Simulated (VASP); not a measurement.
Wanted: the native input for a VASP 6.6.1 run.

- Task: single point
- Functional: LDA
- Potentials or basis: VASP PAW LDA potentials, release 64 (Ga_d, Sb)
- Cutoff: 520 eV
- k mesh: 18 × 18 × 18
- Occupations: gaussian, width 0.15 eV
- Spin: no spin polarisation
- Dipole correction: no
- Further INCAR settings: ALGO = Normal; EDIFF = 1e-06; NBANDS = 16

The structure of GaSb lies in POSCAR:

```
GaSb
1.0
   -1.6322800317      2.5266797163      2.8277876606
    1.6322800317     -2.5266797163      2.8277876606
    1.6322800317      2.5266797163     -2.8277876606
Ga Sb
1 1
Direct
    0.0000000000      0.0000000000      0.0000000000
    0.5000000000      0.5000000000      0.0000000000
```

One way to write it, as run:

INCAR

```
SYSTEM = GaSb
PREC = Accurate
ENCUT = 520
EDIFF = 1E-6
ISMEAR = 0
SIGMA = 0.15
LREAL = .False.
LASPH = .True.
NELM = 100
ALGO = Normal
ISIF = 2
LWAVE = .False.
LCHARG = .False.
NBANDS = 16
```

KPOINTS

```
regular mesh
0
Gamma
  18 18 18
  0 0 0
```

Potentials or basis: VASP PAW LDA potentials, release 64 (Ga_d, Sb).

Launch:

```sh
$ cat potpaw_LDA.64/Ga_d/POTCAR potpaw_LDA.64/Sb/POTCAR > POTCAR
$ mpirun -np 1 vasp_std > vasp.out
```

It gave:

The pressure is -2.9 GPa and the band gap on the k mesh is zero (bands 9 and 10 overlap by 5.65 eV).

Caveat: spin-orbit coupling is left out, which moves the levels of the heavy elements.

It took 2.4 min on 1 thread of Intel(R) Xeon(R) 6975P-C (Granite Rapids), on a shared host, peak memory 0.71 GiB.
